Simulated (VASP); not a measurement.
The system is Si2W.

```
W Si
1.0
    -1.60690    1.60690    3.91495
     1.60690   -1.60690    3.91495
     1.60690    1.60690   -3.91495
W Si
1 2
Direct
  0.00000 0.00000 0.00000
  0.66530 0.66530 0.00000
  0.33470 0.33470 0.00000
```

Program: VASP 6.6.1. Alike in all runs: task single point; potentials or basis VASP PAW PBE potentials, release 64 (W_sv, Si); no spin polarisation; cell as given; k mesh 12 × 12 × 12; cutoff (eV) 520; smearing fermi-dirac 0.05 eV.

Task: Order these runs on this cell by their pressure, lowest first.
A. level RPBE
B. level PBE+U; U W d U = 6.0 eV
C. level BLYP
D. level r2SCAN
E. level PBE+U; U W d U = 1.0 eV

Result: D (-0.9 GPa), E (4.2 GPa), A (5.8 GPa), B (9.3 GPa), C (13.3 GPa).

Caveats: the cell stands under pressure (at least some runs); the PAW data sets were made with another functional, which shifts forces and pressure a little (at least some runs); U without spin polarisation on a metal has little footing (at least some runs); the U is typed as a test and isn't derived for this compound (at least some runs).
